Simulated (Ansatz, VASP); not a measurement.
# PbO in VASP and in Ansatz

```xyz
4
Lattice="4.1560 0.0000 0.0000 -2.0780 3.5992 0.0000 0.0000 0.0000 5.7964" Properties=species:S:1:pos:R:3 pbc="T T T"
Pb    0.0000    2.3995   -0.0822
Pb    2.0780    1.1997    2.8160
O     0.0000    2.3995    2.2559
O     2.0780    1.1997    5.1541
```

Alike in both runs: task single point; functional PBE; k mesh 6 × 6 × 4; no spin polarisation.

```csv
,VASP,Ansatz
version,VASP 6.6.1,Ansatz 0.2.0
potentials or method,"VASP PAW PBE potentials, release 64 (Pb_d, O)","plane waves, PAW"
plane-wave cutoff (eV),520,420
occupations,"gaussian, width 0.01 eV",fixed
valence electrons in the cell,40,40
```

```csv
,VASP,Ansatz,Ansatz less VASP
gap on the k mesh at the Fermi level (eV),2.00,1.99,-0.004
pressure (GPa),2.1,2.1,+0.02
"traceless stress, the component that is largest in VASP (GPa)",0.09,0.03,-0.057
rms of the force components (eV/Å),0.051,0.043,-0.0073
```

Atom by atom the forces differ by 0.007 eV/Å (rms over components).

Neither program's run includes spin-orbit coupling.
